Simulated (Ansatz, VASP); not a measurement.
## CuO in VASP and in Ansatz

The input INCAR:

```
SYSTEM = CuO
PREC = Accurate
ENCUT = 520
EDIFF = 1E-6
ISMEAR = -1
SIGMA = 0.05
LREAL = .FALSE.
LASPH = .TRUE.
NELM = 100
ALGO = Normal
ISIF = 2
LWAVE = .FALSE.
LCHARG = .FALSE.
GGA = RP
NBANDS = 16
```

Contents of KPOINTS:

```
Automatic mesh
0
G
  11 11 11
  0 0 0
```

File POSCAR:

```
CuO
1.0
    0.0000000000      2.1165600000      2.1165600000
    2.1165600000      0.0000000000      2.1165600000
    2.1165600000      2.1165600000      0.0000000000
Cu O
1 1
Direct
    0.0294977200      0.0281008700      0.9080259900
    0.4705022800      0.4718991300      0.5919740100
```

The input input.yaml:

```yaml
crystal:
  lattice:
    - [0.0, 2.11656, 2.11656]
    - [2.11656, 0.0, 2.11656]
    - [2.11656, 2.11656, 0.0]
  atoms:
    - { symbol: Cu, position: [0.02949772, 0.02810087, 0.90802599] }
    - { symbol: O, position: [0.47050228, 0.47189913, 0.59197401] }
hamiltonian:
  xc: rpbe
  pseudopotentials: { kind: paw }
kpoints:
  mp_grid: { grid: [11, 11, 11] }
scf:
  occupations: { method: fermi_dirac, width: 0.05 }
output:
  forces: true
  stress: true
  eigenvalues: true
  write_density: true
  write_potential: true
  elf: true
  volumetric_format: npy
```

Alike in both runs: task single point; functional RPBE; k mesh 11 × 11 × 11; occupations fermi-dirac, width 0.05 eV; no spin polarisation.

|  | VASP | Ansatz |
| --- | --- | --- |
| version | VASP 6.6.1 | Ansatz 0.2.0 |
| potentials or method | VASP PAW PBE potentials, release 64 (Cu, O) | Ansatz PAW |
| plane-wave cutoff (eV) | 520 | 420 |
| valence electrons in the cell | 17 | 25 |

```csv
,VASP,Ansatz,Ansatz less VASP
gap on the k mesh at the Fermi level (eV),none,none,-
pressure (GPa),25.2,24.4,-0.72
"traceless stress, the component that is largest in VASP (GPa)",-5.02,-4.74,+0.284
rms of the force components (eV/Å),0.651,0.598,-0.0529
```

VASP's potentials were made for PBE, not for RPBE. Atom by atom the forces differ by 0.053 eV/Å (rms over components). A gap of «none» marks a metal or a gap that the smearing closes. VASP's potentials hold 17 valence electrons a cell and Ansatz's 25, so a difference there can come from the potentials and not from the codes.
